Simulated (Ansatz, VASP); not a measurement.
## PdCl in VASP and in Ansatz

```
Pd Cl
1.0
     2.71442    0.00000    0.00000
     0.00000    2.71442    0.00000
     0.00000    0.00000    2.71442
Pd Cl
1 1
Direct
  0.00000 0.00000 0.00000
  0.50000 0.50000 0.50000
```

Alike in both runs: task relaxation of cell and atoms; functional PBE; k mesh 15 × 15 × 15; occupations fermi-dirac, width 0.08 eV; no spin polarisation.

```csv
,VASP,Ansatz
version,VASP 6.6.1,Ansatz 0.2.0
potentials or method,"VASP PAW PBE potentials, release 64 (Pd, Cl)","PAW with Ansatz's default frozen-core files, scalar-relativistic"
plane-wave cutoff (eV),600,420
valence electrons in the cell,17,25
```

```tsv
	VASP	Ansatz	Ansatz less VASP
relaxed volume (Å³/atom)	17.08	17.13	+0.050
relaxed cell length with the largest relative difference (Å)	3.244	3.248	+0.0032
```

VASP's potentials hold 17 valence electrons a cell and Ansatz's 25, so a difference there can come from the potentials and not from the codes.

Noted on VASP's run: the volume moved by over 15 % at a fixed basis, so the end points are rough.
